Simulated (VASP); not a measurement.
Crystal: C.

```xyz
4
Lattice="2.5200 0.0000 0.0000 -1.2600 2.1824 0.0000 0.0000 0.0000 4.1200" Properties=species:S:1:pos:R:3 pbc="T T T"
C     0.0000    1.4549    0.2575
C     1.2600    0.7275    2.3175
C     0.0000    1.4549    1.8025
C     1.2600    0.7275    3.8625
```

- Program: VASP 6.6.1
- Task: relaxation of cell and atoms
- Functional: r2SCAN
- Potentials or basis: VASP PAW PBE potentials, release 64 (C)
- Cutoff: 600 eV
- k mesh: 8 × 8 × 4
- Occupations: fermi-dirac, width 0.05 eV
- Spin: no spin polarisation

At the start: pressure -0.1 GPa; volume 5.66 Å³/atom.

Task: How do energy, volume and symmetry change on relaxing?

Result: Over 6 steps the energy falls by 5.4 meV/atom and the volume is 5.66 Å³/atom (-0.1 %); space group P6_3/mmc (No. 194, to 0.05 Å).

Step by step:
```csv
step,energy change (eV),largest force (eV/Å),pressure (GPa),volume (Å³)
1,0.0000,0.0616,-0.06,22.66
2,0.0148,0.1667,0.17,22.64
3,-0.0217,0.0236,-0.26,22.65
4,-0.0217,0.0217,-0.26,22.65
5,-0.0217,0.0516,0.30,22.63
6,-0.0217,0.0046,-0.06,22.64
```

Final structure:
```
C
1.0
     2.50426    0.00000    0.00000
    -1.25213    2.16875    0.00000
     0.00000    0.00000    4.16921
C
4
Direct
  0.33333 0.66667 0.06274
  0.66667 0.33333 0.56274
  0.33333 0.66667 0.43726
  0.66667 0.33333 0.93726
```

Caveat: the PAW data sets were made with another functional, which shifts forces and pressure a little.
